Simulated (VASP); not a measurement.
Set up this calculation in VASP 6.6.1, as the native input.

| Property | Result |
| --- | --- |
| Task | single point |
| Functional | PBE |
| Potentials or basis | VASP PAW PBE potentials, release 64 (Cd) |
| Cutoff | 520 eV |
| k mesh | 15 × 15 × 8 |
| Occupations | fermi-dirac, width 0.05 eV |
| Spin | no spin polarisation |
| Dipole correction | no |
| Further INCAR settings | ALGO = Normal; EDIFF = 1e-06; NBANDS = 19 |

The structure of Cd lies in POSCAR:

```
Cd
1.0
    3.2037655643      0.0000000000      0.0000000000
   -1.6018827821      2.7745423664      0.0000000000
    0.0000000000      0.0000000000      5.0946771172
Cd
2
Direct
    0.3333333333      0.6666666667      0.2500000000
    0.6666666667      0.3333333333      0.7500000000
```

The input as run:

INCAR

```
PREC = Accurate
ENCUT = 520
EDIFF = 1E-6
ISMEAR = -1
SIGMA = 0.05
LREAL = F
LASPH = T
NELM = 100
ALGO = Normal
ISIF = 2
LWAVE = F
LCHARG = F
GGA = PE
NBANDS = 19
```

KPOINTS

```
regular mesh
0
Gamma
  15 15 8
```

Potentials or basis: VASP PAW PBE potentials, release 64 (Cd).

The run is started by

```console
$ cat potpaw_PBE.64/Cd/POTCAR > POTCAR
$ mpirun -np 1 vasp_std > vasp.out
```

It gave:

```json
{"Pressure": "0.2 GPa", "Band gap on the k mesh": "zero (band 12 reaches 3.87 eV, above the bottom of band 13 at 1.51 eV)"}
```

Wall time 58 s on 1 thread of Intel(R) Xeon(R) Platinum 8259CL CPU @ 2.50GHz (Skylake/Cascade Lake) (shared host), peak memory 0.22 GiB.
